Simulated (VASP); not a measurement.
# IrO2 (pbe) (P4_2/mnm) in VASP: notebook

The runs below take IrO2 (pbe) through single point, relaxation of cell and atoms, with PBE.

Program: VASP 6.6.1. These are calculated values, not measurements. Logs are shortened: lines on timing, memory, paths and dates and some standing lists are left out, and cuts for length are marked.

### Step 1. The cell of the first run

Symmetry: P4_2/mnm, No. 136, tetragonal system. The conventional cell has a = 4.529 Å, b = 4.529 Å, c = 3.180 Å, α = 90.00°, β = 90.00°, γ = 90.00°. Ir (site symmetry mmm) has 6 O at 1.98 to 2.01 Å within 2.6 Å. Within 2.6 Å of O (site symmetry m2m) lie 3 Ir at 1.98 to 2.01 Å and 1 O at 2.45 Å.

### Step 2. Single point, PBE

The input, INCAR:

```
SYSTEM = IrO2
PREC = Accurate ; ENCUT = 600
EDIFF = 1E-6 ; ISMEAR = 0
SIGMA = 0.1 ; LREAL = .FALSE.
LASPH = .TRUE. ; NELM = 120
ALGO = Normal ; ISIF = 2
LWAVE = .FALSE. ; LCHARG = .FALSE.
GGA = PE ; NBANDS = 30
GGA_COMPAT = .FALSE.
```

The input, KPOINTS:

```
regular mesh
0
G
  8 8 12
  0 0 0
```

The input, POSCAR:

```
IrO2
1.0
    4.5289048483      0.0000000000      0.0000000000
    0.0000000000      4.5289048483      0.0000000000
    0.0000000000      0.0000000000      3.1799495823
Ir O
2 4
Direct
    0.0000000000      0.0000000000      0.0000000000
    0.5000000000      0.5000000000      0.5000000000
    0.3084249551      0.3084249551      0.0000000000
    0.1915750449      0.8084249551      0.5000000000
    0.6915750449      0.6915750449      0.0000000000
    0.8084249551      0.1915750449      0.5000000000
```

Potentials or basis: VASP PAW PBE potentials, release 64 (Ir, O).

Launch:

```
$ cat potpaw_PBE.64/Ir/POTCAR potpaw_PBE.64/O/POTCAR > POTCAR
$ mpirun -np 1 vasp_std > vasp.out
```

OUTCAR:

```text
SYSTEM = IrO2
   PREC = Accurate
   ENCUT = 600
   EDIFF = 1E-6
   ISMEAR = 0
   LREAL = .FALSE.
   LASPH = .TRUE.
   NELM = 120
   ISIF = 2
   GGA = PE

 ion  position               nearest neighbor table
   1  0.000  0.000  0.000-   3 1.98   5 1.98   4 2.01   6 2.01   4 2.01   6 2.01
   2  0.500  0.500  0.500-   4 1.98   6 1.98   5 2.01   3 2.01   3 2.01   5 2.01
   3  0.308  0.308  0.000-   1 1.98   2 2.01   2 2.01
   4  0.192  0.808  0.500-   2 1.98   1 2.01   1 2.01
   5  0.692  0.692  0.000-   1 1.98   2 2.01   2 2.01
   6  0.808  0.192  0.500-   2 1.98   1 2.01   1 2.01

  LATTYP: Found a simple tetragonal cell.
 ALAT       =     4.5289048483
 C/A-ratio  =     0.7021453726

  Lattice vectors:

 A1 = (   4.5289048483,   0.0000000000,   0.0000000000)
 A2 = (   0.0000000000,   4.5289048483,   0.0000000000)
 A3 = (   0.0000000000,   0.0000000000,   3.1799495823)

Analysis of symmetry for initial positions (statically):
=====================================================================
 Subroutine PRICEL returns:
 Original cell was already a primitive cell.

 Routine SETGRP: Setting up the symmetry group for a
 simple tetragonal supercell.

 Subroutine GETGRP returns: Found 16 space group operations
 (whereof  8 operations were pure point group operations)
 out of a pool of 16 trial point group operations.

The static configuration has the point symmetry D_2h.
 The point group associated with its full space group is D_4h.

Analysis of symmetry for dynamics (positions and initial velocities):
=====================================================================
 Subroutine PRICEL returns:
 Original cell was already a primitive cell.

 Routine SETGRP: Setting up the symmetry group for a
 simple tetragonal supercell.

 Subroutine GETGRP returns: Found 16 space group operations
 (whereof  8 operations were pure point group operations)
 out of a pool of 16 trial point group operations.

The dynamic configuration has the point symmetry D_2h.
 The point group associated with its full space group is D_4h.

 Subroutine INISYM returns: Found 16 space group operations
 (whereof  8 operations are pure point group operations),
 and found     1 'primitive' translations

----------------------------------------------------------------------------------------

[... 99 lines left out ...]
   NELM   =    120;   NELMIN=  2; NELMDL= -5     # of ELM steps
   EDIFF  = 0.1E-05   stopping-criterion for ELM
   LREAL  =      F    real-space projection
   EDIFFG = 0.1E-04   stopping-criterion for IOM
   NSW    =      0    number of steps for IOM
   IBRION =     -1    ionic relax: 0-MD 1-quasi-New 2-CG
   NFREE  =      0    steps in history (QN), initial steepest desc. (CG)
   ISIF   =      2    stress and relaxation
   ISYM   =      2    0-nonsym 1-usesym 2-fastsym
   POTIM  = 0.5000    time-step for ionic-motion
   TEBEG  =    0.0;   TEEND  =   0.0 temperature during run
   PSTRESS=    0.0 pullay stress
   NELECT =      42.0000    total number of electrons
   NUPDOWN=      -1.0000    fix difference up-down
   EMIN   =  10.00;   EMAX   =-10.00  energy-range for DOS
   EFERMI =   0.00;   METHOD = LEGACY
   ISMEAR =     0;   SIGMA  =   0.10  broadening in eV -4-tet -1-fermi 0-gaus
   EFERMI_NEDOS =   21; number of points for ismear=-14 and -15
   IALGO  =     38    algorithm
   IMIX   =      4    mixing-type and parameters
     AMIX     =   0.40;   BMIX     =  1.00
     AMIX_MAG =   1.60;   BMIX_MAG =  1.00
  volume/ion in A,a.u.               =      10.87        73.36
  Fermi-wavevector in a.u.,A,eV,Ry     =   1.413695  2.671496 27.191699  1.998534
  Thomas-Fermi vector in A             =   2.535314
   LORBIT       =      0    0 simple, 1 ext, 2 COOP (PROOUT), +10 PAW based schemes
   GGA     = PE    functional components
   LHFCALC =     F    Hartree Fock is set to
   AEXX    =    0.0000 exact exchange contribution
   IVDW    =     0    specifies the selected vdW correction
   LEPSILON=     F    determine dielectric tensor
   LRPA    =     F    only Hartree local field effects (RPA)
 non-spin polarized calculation
 Gauss-broadening in eV      SIGMA  =   0.10
  energy-cutoff  :      600.00
  volume of cell :       65.22
 maximum number of plane-waves:      2216
   NGX = 19   NGY = 19   NGZ = 13

 number of electron      42.0000000 magnetization

 Free energy of the ion-electron system (eV)
  ---------------------------------------------------
  ext. energy  EPLUGINS =         0.00000000
  ---------------------------------------------------
  free energy    TOTEN  =       -42.27987103 eV

  energy without entropy =      -42.26681769  energy(sigma->0) =      -42.27334436

 E-fermi :   5.9219     XC(G=0): -11.8997

 val. band max:        5.9203426141   @ k =   0.3750   0.3750   0.1667
 cond. band min:       5.9244201407   @ k =   0.2500   0.0000   0.3333
 fundamental gap:      0.0040775266
 Fermi energy:         5.9218736899

 k-point     1 :       0.0000    0.0000    0.0000
  band No.  band energies     occupation
      1     -15.1132      2.00000
      2     -13.9412      2.00000
      3     -12.9232      2.00000
      4     -12.9232      2.00000
      5      -3.7168      2.00000
      6      -3.4691      2.00000
[... 781 lines left out ...]
     29      15.9625      0.00000
     30      15.9625      0.00000

 [... further k-points ...]

------------------------ aborting loop because EDIFF is reached ----------------------------------------

  FORCE on cell =-STRESS in cart. coord.  units (eV):
  Direction    XX          YY          ZZ          XY          YZ          ZX
  --------------------------------------------------------------------------------------
  -------------------------------------------------------------------------------------
  Total        0.7276535      0.7276535      1.0547241      0.0000000      0.0000000      0.0000000
  in kB       17.8742801     17.8742801     25.9085335      0.0000000      0.0000000      0.0000000
  external PRESSURE =      20.5523646 kB  Pullay stress =       0.0000000 kB

 VOLUME and BASIS-vectors are now :
 -----------------------------------------------------------------------------
  energy-cutoff  :      600.00
  volume of cell :       65.22
      direct lattice vectors                 reciprocal lattice vectors
     4.528904848  0.000000000  0.000000000     0.220803932  0.000000000  0.000000000
     0.000000000  4.528904848  0.000000000     0.000000000  0.220803932  0.000000000
     0.000000000  0.000000000  3.179949582     0.000000000  0.000000000  0.314470395

 POSITION                                       TOTAL-FORCE (eV/Angst)
 -----------------------------------------------------------------------------------
      0.00000      0.00000      0.00000         0.000000      0.000000      0.000000
      2.26445      2.26445      1.58997         0.000000      0.000000      0.000000
      1.39683      1.39683      0.00000        -0.004259     -0.004259     -0.000000
      0.86763      3.66128      1.58997         0.004259     -0.004259      0.000000
      3.13208      3.13208      0.00000         0.004259      0.004259      0.000000
      3.66128      0.86763      1.58997        -0.004259      0.004259      0.000000
 -----------------------------------------------------------------------------------
    total drift:                                0.000000     -0.000000      0.000000

  FREE ENERGIE OF THE ION-ELECTRON SYSTEM (eV)
  ---------------------------------------------------
  free  energy   TOTEN  =       -42.2798710300 eV

  energy  without entropy=      -42.2668176857  energy(sigma->0) =      -42.27334436
```

stdout:

```text
POSCAR found type information on POSCAR IrO
 POSCAR found :  2 types and       6 ions
 scaLAPACK will be used
 LDA part: xc-table for (Slater+PW92), standard interpolation
 POSCAR, INCAR and KPOINTS ok, starting setup
 FFT: planning ... GRIDC
 FFT: planning ... GRID_SOFT
 FFT: planning ... GRID
 WAVECAR not read
 entering main loop
```

Run time: 100 s. Hardware: 1 thread of Intel Xeon 6975P-C (Granite Rapids), shared host; peak memory 0.33 GiB.

What came out:

| Quantity | Value |
| --- | --- |
| Free energy | -42.2799 eV |
| Pressure | 2.1 GPa |
| Largest force | 0.006 eV/Å |
| Band gap on the k mesh | zero (band 21 reaches 6.43 eV, above the bottom of band 22 at 5.14 eV) |

Forces on the atoms (eV/Å):
```
Ir   0.000  0.000  0.000
Ir   0.000  0.000  0.000
O   -0.004 -0.004  0.000
O    0.004 -0.004  0.000
O    0.004  0.004  0.000
O   -0.004  0.004  0.000
```

Stress tensor (GPa, compression positive):
```
1.79 0.00 0.00
0.00 1.79 0.00
0.00 0.00 2.59
```

Caveat: spin-orbit coupling is left out, which moves the levels of the heavy elements.

[end of part 1 of 2]
